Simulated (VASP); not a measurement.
# Mg5CdSe6 (P-3m1) in VASP: a series of runs, part 2 of 2

VASP 6.6.1. Earlier steps stand in the parts before.

## (4) Single point, PBE

Input file INCAR:

```
SYSTEM = Mg5CdSe6
ALGO = Normal
EDIFF = 1E-6
ENCUT = 520
GGA = PE
ISIF = 2
ISMEAR = 0
LASPH = .TRUE.
LCHARG = .TRUE.
LELF = .TRUE.
LREAL = .FALSE.
LVHAR = .TRUE.
LWAVE = .FALSE.
NBANDS = 41
NELM = 100
PREC = Accurate
SIGMA = 0.02
```

Input file KPOINTS:

```
k-points
0
G
  12 12 2
  0 0 0
```

Input file POSCAR:

```
Mg5CdSe6
1.0
    3.9236653929      0.0000000000      0.0000000000
   -1.9618326964      3.3979939062      0.0000000000
    0.0000000000      0.0000000000     19.2384152000
Mg Cd Se
5 1 6
Direct
    0.3333333333      0.6666666667      0.8293230000
    0.6666666667      0.3333333333      0.6646540000
    0.0000000000      0.0000000000      0.5000000000
    0.3333333333      0.6666666667      0.3353460000
    0.6666666667      0.3333333333      0.1706770000
    0.0000000000      0.0000000000      0.0000000000
    0.0000000000      0.0000000000      0.7469140000
    0.3333333333      0.6666666667      0.5823130000
    0.6666666667      0.3333333333      0.4176870000
    0.0000000000      0.0000000000      0.2530860000
    0.3333333333      0.6666666667      0.0890590000
    0.6666666667      0.3333333333      0.9109410000
```

Potentials or basis: VASP PAW PBE potentials, release 64 (Mg, Cd, Se).

Started as:

```
$ cat potpaw_PBE.64/Mg/POTCAR potpaw_PBE.64/Cd/POTCAR potpaw_PBE.64/Se/POTCAR > POTCAR
$ mpirun -np 1 vasp_std > vasp.out
```

OUTCAR:

```text
SYSTEM = Mg5CdSe6
   EDIFF = 1E-6
   ENCUT = 520
   GGA = PE
   ISIF = 2
   ISMEAR = 0
   LASPH = .TRUE.
   LREAL = .FALSE.
   NELM = 100
   PREC = Accurate

 ion  position               nearest neighbor table
   1  0.333  0.667  0.829-  12 2.76  12 2.76  12 2.76   7 2.77   7 2.77   7 2.77
   2  0.667  0.333  0.665-   7 2.76   7 2.76   7 2.76   8 2.76   8 2.76   8 2.76
   3  0.000  0.000  0.500-   8 2.76   9 2.76   8 2.76   9 2.76   9 2.76   8 2.76
   4  0.333  0.667  0.335-  10 2.76  10 2.76  10 2.76   9 2.76   9 2.76   9 2.76
   5  0.667  0.333  0.171-  11 2.76  11 2.76  11 2.76  10 2.77  10 2.77  10 2.77
   6  0.000  0.000  0.000-  11 2.84  12 2.84  11 2.84  12 2.84  12 2.84  11 2.84
   7  0.000  0.000  0.747-   2 2.76   2 2.76   2 2.76   1 2.77   1 2.77   1 2.77
   8  0.333  0.667  0.582-   3 2.76   3 2.76   3 2.76   2 2.76   2 2.76   2 2.76
   9  0.667  0.333  0.418-   3 2.76   3 2.76   3 2.76   4 2.76   4 2.76   4 2.76
  10  0.000  0.000  0.253-   4 2.76   4 2.76   4 2.76   5 2.77   5 2.77   5 2.77
  11  0.333  0.667  0.089-   5 2.76   5 2.76   5 2.76   6 2.84   6 2.84   6 2.84
  12  0.667  0.333  0.911-   1 2.76   1 2.76   1 2.76   6 2.84   6 2.84   6 2.84

  LATTYP: Found a hexagonal cell.
 ALAT       =     3.9236653929
 C/A-ratio  =     4.9031742704

  Lattice vectors:

 A1 = (   3.9236653929,   0.0000000000,   0.0000000000)
 A2 = (  -1.9618326964,   3.3979939062,   0.0000000000)
 A3 = (   0.0000000000,   0.0000000000,  19.2384152000)

Analysis of symmetry for initial positions (statically):
=====================================================================
 Subroutine PRICEL returns:
 Original cell was already a primitive cell.

 Routine SETGRP: Setting up the symmetry group for a
 hexagonal supercell.

 Subroutine GETGRP returns: Found 12 space group operations
 (whereof 12 operations were pure point group operations)
 out of a pool of 24 trial point group operations.

The static configuration has the point symmetry D_3d.

Analysis of symmetry for dynamics (positions and initial velocities):
=====================================================================
 Subroutine PRICEL returns:
 Original cell was already a primitive cell.

 Routine SETGRP: Setting up the symmetry group for a
 hexagonal supercell.

 Subroutine GETGRP returns: Found 12 space group operations
 (whereof 12 operations were pure point group operations)
 out of a pool of 24 trial point group operations.

The dynamic configuration has the point symmetry D_3d.

 Subroutine INISYM returns: Found 12 space group operations
 (whereof 12 operations are pure point group operations),
 and found     1 'primitive' translations

----------------------------------------------------------------------------------------

                                     Primitive cell

  volume of cell :     256.4979

  direct lattice vectors                    reciprocal lattice vectors
     3.923665393  0.000000000  0.000000000     0.254863731  0.147145644  0.000000000
    -1.961832696  3.397993906  0.000000000     0.000000000  0.294291287  0.000000000
     0.000000000  0.000000000 19.238415200     0.000000000  0.000000000  0.051979334

  length of vectors
     3.923665393  3.923665393 19.238415200     0.294291287  0.294291287  0.051979334

  position of ions in fractional coordinates (direct lattice)
     0.333333333  0.666666667  0.829323000
     0.666666667  0.333333333  0.664654000
     0.000000000  0.000000000  0.500000000
[... 55 lines left out ...]
  0.166667  0.000000  0.000000      6.000000
  0.250000  0.000000  0.000000      6.000000
  0.333333  0.000000  0.000000      6.000000
  0.416667  0.000000  0.000000      6.000000
[... 16 lines left out ...]
  0.250000  0.000000  0.500000      6.000000
  0.333333  0.000000  0.500000      6.000000
 [... further k-points ...]
   k-points           NKPTS =     38   k-points in BZ     NKDIM =     38   number of bands    NBANDS=     41
   number of dos      NEDOS =    301   number of ions     NIONS =     12
   total plane-waves  NPLWV = 129600
   dimension x,y,z NGX =    30 NGY =   30 NGZ =  144
   dimension x,y,z NGXF=    60 NGYF=   60 NGZF=  288
   ions per type =               5   1   6
   NGX,Y,Z   is equivalent  to a cutoff of  12.71, 12.71, 12.44 a.u.
   NGXF,Y,Z  is equivalent  to a cutoff of  25.42, 25.42, 24.89 a.u.
 SYSTEM =  Mg5CdSe6
   PREC   = accura    normal or accurate (medium, high low for compatibility)
   ISTART =      0    job   : 0-new  1-cont  2-samecut
   ICHARG =      2    charge: 1-file 2-atom 10-const
   ISPIN  =      1    spin polarized calculation?
   LNONCOLLINEAR =      F non collinear calculations
   LSORBIT =      F    spin-orbit coupling
   LASPH  =      T    aspherical Exc in radial PAW
   ENCUT  =  520.0 eV  38.22 Ry    6.18 a.u.   7.30  7.30 35.77*2*pi/ulx,y,z
   NELM   =    100;   NELMIN=  2; NELMDL= -5     # of ELM steps
   EDIFF  = 0.1E-05   stopping-criterion for ELM
   LREAL  =      F    real-space projection
[... 7 lines left out ...]
   TEBEG  =    0.0;   TEEND  =   0.0 temperature during run
   PSTRESS=    0.0 pullay stress
   NELECT =      58.0000    total number of electrons
   NUPDOWN=      -1.0000    fix difference up-down
   EMIN   =  10.00;   EMAX   =-10.00  energy-range for DOS
   EFERMI =   0.00;   METHOD = LEGACY
   ISMEAR =     0;   SIGMA  =   0.02  broadening in eV -4-tet -1-fermi 0-gaus
   EFERMI_NEDOS =   21; number of points for ismear=-14 and -15
   IALGO  =     38    algorithm
   IMIX   =      4    mixing-type and parameters
     AMIX     =   0.40;   BMIX     =  1.00
     AMIX_MAG =   1.60;   BMIX_MAG =  1.00
  volume/ion in A,a.u.               =      21.37       144.24
  Fermi-wavevector in a.u.,A,eV,Ry     =   0.997370  1.884756 13.534348  0.994747
  Thomas-Fermi vector in A             =   2.129521
   LORBIT       =      0    0 simple, 1 ext, 2 COOP (PROOUT), +10 PAW based schemes
   GGA     = PE    functional components
   LHFCALC =     F    Hartree Fock is set to
   AEXX    =    0.0000 exact exchange contribution
   IVDW    =     0    specifies the selected vdW correction
   LEPSILON=     F    determine dielectric tensor
   LRPA    =     F    only Hartree local field effects (RPA)
 non-spin polarized calculation
 Gauss-broadening in eV      SIGMA  =   0.02
  energy-cutoff  :      520.00
  volume of cell :      256.50
 maximum number of plane-waves:      6948
 NGX is ok and might be reduce to    30
   NGX = 15   NGY = 15   NGZ = 71

 number of electron      57.9999990 magnetization

 Free energy of the ion-electron system (eV)
  ---------------------------------------------------
  ext. energy  EPLUGINS =         0.00000000
  ---------------------------------------------------
  free energy    TOTEN  =       -42.56243120 eV

  energy without entropy =      -42.56243120  energy(sigma->0) =      -42.56243120

 E-fermi :   3.0123     XC(G=0):  -9.4807

 val. band max:        2.9056678670   @ k =   0.0000   0.0000   0.5000
 cond. band min:       3.9931634427   @ k =   0.5000   0.0000   0.0000
 fundamental gap:      1.0874955757
 Fermi energy:         3.0123253536

 k-point     1 :       0.0000    0.0000    0.0000
  band No.  band energies     occupation
      1      -9.9497      2.00000
      2      -9.7401      2.00000
      3      -9.7310      2.00000
      4      -9.2524      2.00000
      5      -9.2109      2.00000
      6      -8.9195      2.00000
[... 1045 lines left out ...]
     40       9.1771      0.00000
     41       9.2163      0.00000

 [... further k-points ...]
[... 5 lines left out ...]
  --------------------------------------------------------------------------------------
  -------------------------------------------------------------------------------------
  Total       -0.0734382     -0.0734382     -0.0647548     -0.0000000      0.0000000     -0.0000000
  in kB       -0.4587212     -0.4587212     -0.4044817     -0.0000000      0.0000000     -0.0000000
  external PRESSURE =      -0.4406414 kB  Pullay stress =       0.0000000 kB

 VOLUME and BASIS-vectors are now :
 -----------------------------------------------------------------------------
  energy-cutoff  :      520.00
  volume of cell :      256.50
      direct lattice vectors                 reciprocal lattice vectors
     3.923665393  0.000000000  0.000000000     0.254863731  0.147145644  0.000000000
    -1.961832696  3.397993906  0.000000000     0.000000000  0.294291287  0.000000000
     0.000000000  0.000000000 19.238415200     0.000000000  0.000000000  0.051979334

 POSITION                                       TOTAL-FORCE (eV/Angst)
 -----------------------------------------------------------------------------------
     -0.00000      2.26533     15.95486        -0.000000     -0.000000     -0.000858
      1.96183      1.13266     12.78689        -0.000000      0.000000      0.000118
      0.00000      0.00000      9.61921        -0.000000     -0.000000      0.000000
     -0.00000      2.26533      6.45153        -0.000000     -0.000000     -0.000118
      1.96183      1.13266      3.28355        -0.000000      0.000000      0.000858
      0.00000      0.00000      0.00000        -0.000000     -0.000000      0.000000
      0.00000      0.00000     14.36944        -0.000000      0.000000     -0.000226
     -0.00000      2.26533     11.20278        -0.000000      0.000000     -0.000143
      1.96183      1.13266      8.03564         0.000000     -0.000000      0.000143
      0.00000      0.00000      4.86897         0.000000     -0.000000      0.000226
     -0.00000      2.26533      1.71335        -0.000000      0.000000      0.041156
      1.96183      1.13266     17.52506         0.000000     -0.000000     -0.041156
 -----------------------------------------------------------------------------------
    total drift:                                0.000000     -0.000000     -0.000000

  FREE ENERGIE OF THE ION-ELECTRON SYSTEM (eV)
  ---------------------------------------------------
  free  energy   TOTEN  =       -42.5624312027 eV

  energy  without entropy=      -42.5624312027  energy(sigma->0) =      -42.56243120
```

It took 7.5 min on 1 thread of Oxide Virtual Turin-like, shared host; peak memory 0.55 GiB.

What came out:

```
Free energy            : -42.5624 eV
Pressure               : 0.0 GPa
Largest force          : 0.041 eV/Å
Band gap on the k mesh : 1.09 eV (least direct gap 1.52 eV)
```

Forces in eV/Å, atoms in the order of the input:
```
Mg   0.000  0.000 -0.001
Mg   0.000  0.000  0.000
Mg   0.000  0.000  0.000
Mg   0.000  0.000  0.000
Mg   0.000  0.000  0.001
Cd   0.000  0.000  0.000
Se   0.000  0.000  0.000
Se   0.000  0.000  0.000
Se   0.000  0.000  0.000
Se   0.000  0.000  0.000
Se   0.000  0.000  0.041
Se   0.000  0.000 -0.041
```

Levels at points of the mesh, in eV from the valence-band top:
```
           k point  band 26  band 27  band 28  band 29  band 30  band 31  band 32  band 33
(0.00, 0.00, 0.00)    -0.17    -0.17    -0.01    -0.01     1.81     3.28     3.42     3.59
(0.50, 0.00, 0.00)    -1.02    -0.92    -0.48    -0.43     1.09     2.26     2.54     3.55
(0.00, 0.00, 0.50)    -0.22    -0.22     0.00     0.00     2.23     2.69     3.63     3.64
(0.50, 0.00, 0.50)    -0.97    -0.78    -0.72    -0.46     1.22     1.90     3.09     3.27
```

A k mesh can miss the band edges.

## (5) Single point, PBE

Input file INCAR:

```
ALGO = Normal
EDIFF = 1E-6
ENCUT = 520
GGA = PE
ISIF = 2
ISMEAR = 0
LASPH = True
LCHARG = False
LREAL = False
LWAVE = False
NBANDS = 41
NELM = 100
PREC = Accurate
SIGMA = 0.02
```

Input file KPOINTS:

```
k-points
0
Gamma
  12 12 2
```

POSCAR is that of step 4.

Started as:

```
$ cat potpaw_PBE.64/Mg/POTCAR potpaw_PBE.64/Cd/POTCAR potpaw_PBE.64/Se/POTCAR > POTCAR
$ mpirun -np 1 vasp_std > vasp.out
```

It took 8.2 min on 1 thread of Oxide Virtual Turin-like, shared host; peak memory 0.55 GiB.

Results (log left out):

* Free energy: -42.5624 eV
* Pressure: 0.0 GPa
* Largest force: 0.041 eV/Å
* Band gap on the k mesh: 1.09 eV (least direct gap 1.52 eV)

Forces on the atoms (eV/Å):
```
Mg   0.000  0.000 -0.001
Mg   0.000  0.000  0.000
Mg   0.000  0.000  0.000
Mg   0.000  0.000  0.000
Mg   0.000  0.000  0.001
Cd   0.000  0.000  0.000
Se   0.000  0.000  0.000
Se   0.000  0.000  0.000
Se   0.000  0.000  0.000
Se   0.000  0.000  0.000
Se   0.000  0.000  0.041
Se   0.000  0.000 -0.041
```

Levels at points of the mesh, in eV from the valence-band top:
| k point | band 25 | band 26 | band 27 | band 28 | band 29 | band 30 | band 31 | band 32 | band 33 | band 34 |
| --- | --- | --- | --- | --- | --- | --- | --- | --- | --- | --- |
| (0.00, 0.00, 0.00) | -0.17 | -0.17 | -0.17 | -0.01 | -0.01 | 1.81 | 3.28 | 3.42 | 3.59 | 3.74 |
| (0.50, 0.00, 0.00) | -1.50 | -1.02 | -0.92 | -0.48 | -0.43 | 1.09 | 2.26 | 2.54 | 3.55 | 3.89 |
| (0.00, 0.00, 0.50) | -0.26 | -0.22 | -0.22 | 0.00 | 0.00 | 2.23 | 2.69 | 3.63 | 3.64 | 3.76 |
| (0.50, 0.00, 0.50) | -1.27 | -0.97 | -0.78 | -0.72 | -0.46 | 1.22 | 1.90 | 3.09 | 3.27 | 3.87 |

A k mesh can miss the band edges.

## (6) The runs side by side

```csv
task,cell,k mesh,cutoff (eV),smearing,gap on the mesh (eV),pressure (GPa),largest force (eV/Å)
relaxation of cell and atoms,relaxed,12 × 12 × 2,600,gaussian 0.02 eV,1.09,0.0,0.01
single point,as given,6 × 6 × 1,520,gaussian 0.1 eV,1.09,0.0,0.04
single point,as given,12 × 12 × 2,520,gaussian 0.02 eV,1.09,0.0,0.04
```

Alike in all rows: level PBE; potentials or basis VASP PAW PBE potentials, release 64 (Mg, Cd, Se); no spin polarisation.

Total energies depend on the potentials used, so only differences within one code and one set of settings carry meaning.
